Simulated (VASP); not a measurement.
A run of VASP 6.6.1 is set up as follows.

File INCAR:

```
PREC = Accurate
ENCUT = 520
EDIFF = 1E-7
ISMEAR = -1
SIGMA = 0.05
LREAL = False
LASPH = True
NELM = 150
ALGO = Normal
ISIF = 2
LWAVE = False
LCHARG = False
ISPIN = 2
MAGMOM = 2 0
LORBIT = 11
LMAXMIX = 4
GGA = CA
NBANDS = 18
```

File KPOINTS:

```
regular mesh
0
Gamma
  10 10 10
```

POSCAR

```
CoO
1.0
    1.5914663644      0.9188335339      2.5492457344
   -1.5914663644      0.9188335339      2.5492457344
    0.0000000000     -1.8376670678      2.5492457344
Co O
1 1
Direct
    0.9989783200      0.9989783200      0.9989783200
    0.7510210300      0.7510210300      0.7510210300
```

Potentials or basis: VASP PAW LDA potentials, release 64 (Co, O).

The run is started by

```console
$ cat potpaw_LDA.64/Co/POTCAR potpaw_LDA.64/O/POTCAR > POTCAR
$ mpirun -np 1 vasp_std > vasp.out
```

Q: Estimate the pressure.

A: -16.9 GPa.

Q: Predict the largest force.

A: 0.222 eV/Å.

Stress tensor (GPa, compression positive):
```
-18.38   0.00   0.00
  0.00 -18.38   0.00
  0.00   0.00 -14.01
```

Caveat: the cell stands under tension; a cell with one magnetic atom can't hold antiferromagnetic order, which such compounds often take.
